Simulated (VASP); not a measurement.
The system is ZnTeOs.

```
CELL_PARAMETERS angstrom
3.97738 0.00000 0.00000
0.00000 3.97738 0.00000
0.00000 0.00000 6.99969
ATOMIC_POSITIONS crystal
Zn 0.50000 0.00000 0.20550
Zn 0.00000 0.50000 0.79450
Te 0.50000 0.00000 0.64850
Te 0.00000 0.50000 0.35150
Os 0.00000 0.00000 0.00000
Os 0.50000 0.50000 0.00000
```

```yaml
Program: VASP 6.6.1
Task: relaxation of cell and atoms
Functional: PBE
Potentials_or_basis: VASP PAW PBE potentials, release 64 (Zn, Te, Os)
Cutoff: 600 eV
k_mesh: 4 × 4 × 4
Occupations: gaussian, width 0.1 eV
Spin: no spin polarisation
```

At the start: pressure 10.5 GPa; volume 18.46 Å³/atom.

Problem. Where does the relaxation end?

Solution. Over 23 steps the energy falls by 485.8 meV/atom and the volume is 19.05 Å³/atom (+3.2 %); space group P4/nmm (No. 129, to 0.1 Å) before and after.

Step by step:
| step | energy change (eV) | largest force (eV/Å) | pressure (GPa) | volume (Å³) |
| --- | --- | --- | --- | --- |
| 1 | 0.0000 | 2.1758 | 10.54 | 110.73 |
| 2 | 0.0083 | 1.2260 | -11.21 | 131.30 |
| 3 | -0.4179 | 1.0137 | -2.51 | 120.17 |
| 4 | -0.6776 | 1.2189 | -2.32 | 118.50 |
| 5 | -1.6316 | 1.9450 | -0.51 | 113.19 |
| 6 | -1.9444 | 0.7602 | 19.63 | 101.20 |
| 7 | -2.4050 | 1.7725 | 3.68 | 108.41 |
| 8 | -2.5780 | 0.9339 | 9.69 | 104.89 |
| 9 | -2.6388 | 0.6156 | 8.87 | 105.69 |
| 10 | -2.6540 | 0.5196 | 8.22 | 106.49 |
| 11 | -2.7394 | 0.5258 | 5.77 | 108.06 |
| 12 | -2.8532 | 0.6922 | -0.33 | 112.69 |
| 13 | -2.8547 | 0.7288 | -0.86 | 113.24 |
| 14 | -2.8734 | 0.5828 | -0.62 | 113.23 |
| 15 | -2.9060 | 0.2135 | 0.36 | 113.19 |
| 16 | -2.9100 | 0.0997 | 0.87 | 113.17 |
| 17 | -2.9100 | 0.0905 | 0.92 | 113.17 |
| 18 | -2.9128 | 0.0910 | 0.33 | 113.79 |
| 19 | -2.9133 | 0.0921 | -0.17 | 114.30 |
| 20 | -2.9138 | 0.0706 | -0.14 | 114.31 |
| 21 | -2.9143 | 0.0733 | -0.02 | 114.34 |
| 22 | -2.9146 | 0.0551 | -0.02 | 114.32 |
| 23 | -2.9150 | 0.0020 | -0.07 | 114.28 |

Final structure:
```
Zn Te Os
1.0
     4.38369    0.00000    0.00000
     0.00000    4.38369    0.00000
     0.00000    0.00000    5.94709
Zn Te Os
2 2 2
Direct
  0.50000 0.00000 0.25993
  0.00000 0.50000 0.74007
  0.50000 0.00000 0.72390
  0.00000 0.50000 0.27610
  0.00000 0.00000 0.00000
  0.50000 0.50000 0.00000
```

Caveat: the k points lie up to 0.36 Å⁻¹ apart in the final cell, too coarse for converged energies and pressures of a metal; a cell axis changed by over 15 % at a fixed basis, so the end point is rough.
